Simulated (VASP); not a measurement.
# Ir (Fm-3m) in VASP: notebook, part 2 of 3

VASP 6.6.1. Earlier steps stand in the parts before.

### Step 3. Single point, r2SCANh

This run uses another cell than the first one, of 14.90 Å³/atom.

Contents of POSCAR:

```
Ir
1.0
    0.0000000000      1.9531703226      1.9531703226
    1.9531703226      0.0000000000      1.9531703226
    1.9531703226      1.9531703226      0.0000000000
Ir
1
Direct
    0.0000000000      0.0000000000      0.0000000000
```

Contents of INCAR.step1:

```
ALGO = Normal
EDIFF = 1E-5
ENCUT = 460
GGA = PE
GGA_COMPAT = F
ISIF = 2
ISMEAR = -1
LASPH = T
LCHARG = F
LREAL = F
LWAVE = T
NBANDS = 14
NELM = 120
PREC = Accurate
SIGMA = 0.05
```

Contents of INCAR.step2:

```
AEXX = 0.1
ALGO = Normal
EDIFF = 1E-6
ENCUT = 460
GGA_COMPAT = F
ISIF = 2
ISMEAR = -1
ISTART = 1
LASPH = T
LCHARG = F
LHFCALC = T
LMIXTAU = T
LREAL = F
LWAVE = F
METAGGA = R2SCAN
NBANDS = 14
NELM = 120
PREC = Accurate
PRECFOCK = Normal
SIGMA = 0.05
```

Contents of KPOINTS:

```
k-points
0
Gamma
  6 6 6
```

Potentials or basis: VASP PAW PBE potentials, release 64 (Ir_sv_GW).

Launch:

```console
$ cat potpaw_PBE.64/Ir_sv_GW/POTCAR > POTCAR
$ cp INCAR.step1 INCAR
$ mpirun -np 1 vasp_std > vasp.out
$ cp INCAR.step2 INCAR
$ mpirun -np 1 vasp_std > vasp.out
```

OUTCAR:

```text
AEXX = 0.1
   EDIFF = 1E-6
   ENCUT = 460
   ISIF = 2
   ISMEAR = -1
   ISTART = 1
   LASPH = T
   LHFCALC = T
   LREAL = F
   METAGGA = R2SCAN
   NELM = 120
   PREC = Accurate
   PRECFOCK = Normal

 ion  position               nearest neighbor table
   1  0.000  0.000  0.000-

  LATTYP: Found a face centered cubic cell.
 ALAT       =     3.9063406452

  Lattice vectors:

 A1 = (   0.0000000000,   1.9531703226,   1.9531703226)
 A2 = (   1.9531703226,   0.0000000000,   1.9531703226)
 A3 = (   1.9531703226,   1.9531703226,   0.0000000000)

Analysis of symmetry for initial positions (statically):
=====================================================================
 Subroutine PRICEL returns:
 Original cell was already a primitive cell.

 Routine SETGRP: Setting up the symmetry group for a
 face centered cubic supercell.

 Subroutine GETGRP returns: Found 48 space group operations
 (whereof 48 operations were pure point group operations)
 out of a pool of 48 trial point group operations.

The static configuration has the point symmetry O_h .

Analysis of symmetry for dynamics (positions and initial velocities):
=====================================================================
 Subroutine PRICEL returns:
 Original cell was already a primitive cell.

 Routine SETGRP: Setting up the symmetry group for a
 face centered cubic supercell.

 Subroutine GETGRP returns: Found 48 space group operations
 (whereof 48 operations were pure point group operations)
 out of a pool of 48 trial point group operations.

The dynamic configuration has the point symmetry O_h .

 Subroutine INISYM returns: Found 48 space group operations
 (whereof 48 operations are pure point group operations),
 and found     1 'primitive' translations

----------------------------------------------------------------------------------------

                                     Primitive cell

  volume of cell :      14.9022

  direct lattice vectors                    reciprocal lattice vectors
     0.000000000  1.953170323  1.953170323    -0.255994060  0.255994060  0.255994060
     1.953170323  0.000000000  1.953170323     0.255994060 -0.255994060  0.255994060
     1.953170323  1.953170323  0.000000000     0.255994060  0.255994060 -0.255994060

  length of vectors
     2.762199960  2.762199960  2.762199960     0.443394718  0.443394718  0.443394718

  position of ions in fractional coordinates (direct lattice)
     0.000000000  0.000000000  0.000000000

  ion indices of the primitive-cell ions
   primitive index   ion index
                 1           1

----------------------------------------------------------------------------------------

 KPOINTS: k-points

Automatic generation of k-mesh.
 Grid dimensions read from file:
 generate k-points for:    6    6    6

 Generating k-lattice:

  Cartesian coordinates                     Fractional coordinates (reciprocal lattice)
    -0.042665677  0.042665677  0.042665677     0.166666667  0.000000000  0.000000000
     0.042665677 -0.042665677  0.042665677     0.000000000  0.166666667  0.000000000
[... 33 lines left out ...]
   total plane-waves  NPLWV =   8000
   dimension x,y,z NGX =    20 NGY =   20 NGZ =   20
   dimension x,y,z NGXF=    40 NGYF=   40 NGZF=   40
   ions per type =               1
   NGX,Y,Z   is equivalent  to a cutoff of  12.04, 12.04, 12.04 a.u.
   NGXF,Y,Z  is equivalent  to a cutoff of  24.07, 24.07, 24.07 a.u.
 SYSTEM =  unknown system
   PREC   = accura    normal or accurate (medium, high low for compatibility)
   ISTART =      1    job   : 0-new  1-cont  2-samecut
   ICHARG =      0    charge: 1-file 2-atom 10-const
   ISPIN  =      1    spin polarized calculation?
   LNONCOLLINEAR =      F non collinear calculations
   LSORBIT =      F    spin-orbit coupling
   LASPH  =      T    aspherical Exc in radial PAW
   ENCUT  =  460.0 eV  33.81 Ry    5.81 a.u.   4.83  4.83  4.83*2*pi/ulx,y,z
   NELM   =    120;   NELMIN=  2; NELMDL=  0     # of ELM steps
   EDIFF  = 0.1E-05   stopping-criterion for ELM
   LREAL  =      F    real-space projection
   EDIFFG = 0.1E-04   stopping-criterion for IOM
   NSW    =      0    number of steps for IOM
   IBRION =     -1    ionic relax: 0-MD 1-quasi-New 2-CG
   NFREE  =      0    steps in history (QN), initial steepest desc. (CG)
   ISIF   =      2    stress and relaxation
   ISYM   =      3    0-nonsym 1-usesym 2-fastsym
   POTIM  = 0.5000    time-step for ionic-motion
   TEBEG  =    0.0;   TEEND  =   0.0 temperature during run
   PSTRESS=    0.0 pullay stress
   NELECT =      17.0000    total number of electrons
   NUPDOWN=      -1.0000    fix difference up-down
   EMIN   =  10.00;   EMAX   =-10.00  energy-range for DOS
   EFERMI =   0.00;   METHOD = LEGACY
   ISMEAR =    -1;   SIGMA  =   0.05  broadening in eV -4-tet -1-fermi 0-gaus
   EFERMI_NEDOS =   21; number of points for ismear=-14 and -15
   IALGO  =     38    algorithm
   IMIX   =      1    mixing-type and parameters
     AMIX     =   0.40;   BMIX     =  1.00
     AMIX_MAG =   1.60;   BMIX_MAG =  1.00
  volume/ion in A,a.u.               =      14.90       100.56
  Fermi-wavevector in a.u.,A,eV,Ry     =   1.710571  3.232510 39.811355  2.926052
  Thomas-Fermi vector in A             =   2.788845
   LORBIT       =      0    0 simple, 1 ext, 2 COOP (PROOUT), +10 PAW based schemes
   METAGGA = R2SCAN    functional components
   LHFCALC =     T    Hartree Fock is set to
   PRECFOCK=normal    Normal, Fast or Accurate (Low or Medium for compatibility)
   ENCUT4O =  -1.0   cutoff for four orbital integrals eV
   NKREDX  =     1    reduce k-point grid by
   NKREDY  =     1    reduce k-point grid by
   NKREDZ  =     1    reduce k-point grid by
   AEXX    =    0.1000 exact exchange contribution
   HFSCREEN=    0.0000 screening length (either q_TF or 0.3 A-1)
   HFSCREENC=   0.0000 screening length for correlation (either q_TF or 0.3 A-1)
   ENCUTFOCK=  -1.0 apply spherical cutoff to Coloumb kernel
   IVDW    =     0    specifies the selected vdW correction
   LEPSILON=     F    determine dielectric tensor
   LRPA    =     F    only Hartree local field effects (RPA)
 non-spin polarized calculation
  energy-cutoff  :      460.00
  volume of cell :       14.90
 maximum number of plane-waves:       347
  NGX = 16; NGY = 16; NGZ = 16

 number of electron      17.0000001 magnetization

 Free energy of the ion-electron system (eV)
  ---------------------------------------------------
  ext. energy  EPLUGINS =         0.00000000
  ---------------------------------------------------
  free energy    TOTEN  =       -48.83163705 eV

  energy without entropy =      -48.82302756  energy(sigma->0) =      -48.82733230

 E-fermi :  11.0547     XC(G=0): -14.1478

 val. band max:       10.9744889589   @ k =   0.5000   0.3333   0.1667
 cond. band min:      11.4140817753   @ k =   0.3333   0.0000   0.0000
 fundamental gap:      0.4395928164
 Fermi energy:        11.0547239942

 k-point     1 :       0.0000    0.0000    0.0000
  band No.  band energies     occupation
      1     -85.0372      2.00000
      2     -40.4107      2.00000
      3     -40.4107      2.00000
      4     -40.4107      2.00000
      5       0.0347      2.00000
      6       7.4362      2.00000
      7       7.4362      2.00000
      8       7.4362      2.00000
      9       9.9853      2.00000
     10       9.9853      2.00000
     11      26.4397      0.00000
     12      31.9940      0.00000
     13      31.9940      0.00000
     14      31.9940      0.00000
[... 241 lines left out ...]
      1     -84.9542      2.00000
      2     -41.0205      2.00000
      3     -40.8040      2.00000
      4     -40.6985      2.00000
      5       4.4818      2.00000
      6       5.0862      2.00000
      7       8.2924      2.00000
      8      10.2682      2.00000
      9      13.2259      0.00000
     10      18.7460      0.00000
     11      20.5398      0.00000
     12      22.7714      0.00000
     13      25.3235      0.00000
     14      36.8631      0.00000

------------------------ aborting loop because EDIFF is reached ----------------------------------------

  FORCE on cell =-STRESS in cart. coord.  units (eV):
  Direction    XX          YY          ZZ          XY          YZ          ZX
  --------------------------------------------------------------------------------------
  -------------------------------------------------------------------------------------
  Total       -2.0808040     -2.0808040     -2.0808040     -0.0000000      0.0000000     -0.0000000
  in kB     -223.7130978   -223.7130978   -223.7130978     -0.0000000      0.0000000     -0.0000000
  external PRESSURE =    -223.7130978 kB  Pullay stress =       0.0000000 kB

 VOLUME and BASIS-vectors are now :
 -----------------------------------------------------------------------------
  energy-cutoff  :      460.00
  volume of cell :       14.90
      direct lattice vectors                 reciprocal lattice vectors
     0.000000000  1.953170323  1.953170323    -0.255994060  0.255994060  0.255994060
     1.953170323  0.000000000  1.953170323     0.255994060 -0.255994060  0.255994060
     1.953170323  1.953170323  0.000000000     0.255994060  0.255994060 -0.255994060

 POSITION                                       TOTAL-FORCE (eV/Angst)
 -----------------------------------------------------------------------------------
      0.00000      0.00000      0.00000         0.000000      0.000000      0.000000
 -----------------------------------------------------------------------------------
    total drift:                                0.000000      0.000000      0.000000

  FREE ENERGIE OF THE ION-ELECTRON SYSTEM (eV)
  ---------------------------------------------------
  free  energy   TOTEN  =       -48.8316370467 eV

  energy  without entropy=      -48.8230275612  energy(sigma->0) =      -48.82733230
```

OUTCAR.step1:

```text
EDIFF = 1E-5
   ENCUT = 460
   GGA = PE
   ISIF = 2
   ISMEAR = -1
   LASPH = T
[... 475 lines left out ...]

 POSITION                                       TOTAL-FORCE (eV/Angst)
 -----------------------------------------------------------------------------------
      0.00000      0.00000      0.00000        -0.000000      0.000000     -0.000000
 -----------------------------------------------------------------------------------
    total drift:                                0.000000      0.000000      0.000000

  FREE ENERGIE OF THE ION-ELECTRON SYSTEM (eV)
  ---------------------------------------------------
  free  energy   TOTEN  =        -9.3423021617 eV

  energy  without entropy=       -9.3305700990  energy(sigma->0) =       -9.33643613
```

Wall time 7.6 min (1 thread of Intel Xeon Platinum 8488C (Sapphire Rapids), shared host); peak memory 0.14 GiB.

Results:

```
Free energy            : -48.8316 eV
Pressure               : -22.4 GPa
Band gap on the k mesh : zero (an odd number of electrons rules out a gap without spin polarisation)
```

Caveat: the k points lie up to 0.46 Å⁻¹ apart, too coarse for converged energies and pressures of a metal; the PAW data sets were made with another functional, which shifts forces and pressure a little; spin-orbit coupling is left out, which moves the levels of the heavy elements.

### Step 4. Single point, PBE0

This run uses another cell than the first one, of 14.34 Å³/atom.

Contents of POSCAR:

```
Ir
1.0
    0.0000000000      1.9282864624      1.9282864624
    1.9282864624      0.0000000000      1.9282864624
    1.9282864624      1.9282864624      0.0000000000
Ir
1
Direct
    0.0000000000      0.0000000000      0.0000000000
```

Contents of INCAR.step1:

```
SYSTEM = Ir
ALGO = Normal
EDIFF = 1E-5
ENCUT = 420
GGA = PE
GGA_COMPAT = .FALSE.
ISIF = 2
ISMEAR = -1
LASPH = .TRUE.
LCHARG = .FALSE.
LREAL = .FALSE.
LWAVE = .TRUE.
NBANDS = 14
NELM = 120
PREC = Accurate
SIGMA = 0.05
```

Contents of INCAR.step2:

```
SYSTEM = Ir
AEXX = 0.25
ALGO = Normal
EDIFF = 1E-6
ENCUT = 420
GGA = PE
GGA_COMPAT = .FALSE.
ISIF = 2
ISMEAR = -1
ISTART = 1
LASPH = .TRUE.
LCHARG = .FALSE.
LHFCALC = .TRUE.
LREAL = .FALSE.
LWAVE = .FALSE.
NBANDS = 14
NELM = 120
PREC = Accurate
PRECFOCK = Normal
SIGMA = 0.05
```

Contents of KPOINTS:

```
k-points
0
G
  6 6 6
  0 0 0
```

Launch:

```console
$ cat potpaw_PBE.64/Ir_sv_GW/POTCAR > POTCAR
$ cp INCAR.step1 INCAR
$ mpirun -np 1 vasp_std > vasp.out
$ cp INCAR.step2 INCAR
$ mpirun -np 1 vasp_std > vasp.out
```

Wall time 9 min (1 thread of Intel Xeon Platinum 8375C at 2.90GHz (Ice Lake), shared host); peak memory 0.13 GiB.

It converged, with:

| Quantity | Value |
| --- | --- |
| Free energy | -9.9209 eV |
| Pressure | -10.7 GPa |
| Band gap on the k mesh | zero (an odd number of electrons rules out a gap without spin polarisation) |

Levels at points of the mesh, in eV from the Fermi level:
| k point | band 5 | band 6 | band 7 | band 8 | band 9 | band 10 | band 11 | band 12 |
| --- | --- | --- | --- | --- | --- | --- | --- | --- |
| (0.00, 0.00, 0.00) | -11.83 | -4.21 | -4.21 | -4.21 | -1.45 | -1.45 | 15.68 | 21.36 |
| (0.50, 0.00, 0.00) | -8.69 | -4.44 | -4.44 | -0.54 | 2.08 | 2.08 | 9.30 | 15.32 |
| (0.50, 0.50, 0.00) | -8.64 | -7.95 | 1.65 | 2.75 | 2.75 | 2.82 | 12.69 | 13.47 |

Caveat: the k points lie up to 0.47 Å⁻¹ apart, too coarse for converged energies and pressures of a metal; the PAW data sets were made with another functional, which shifts forces and pressure a little; spin-orbit coupling is left out, which moves the levels of the heavy elements.

(Continued in part 3 of 3.)

The gap in the log of VASP goes by the Fermi energy; the results here count the filled bands.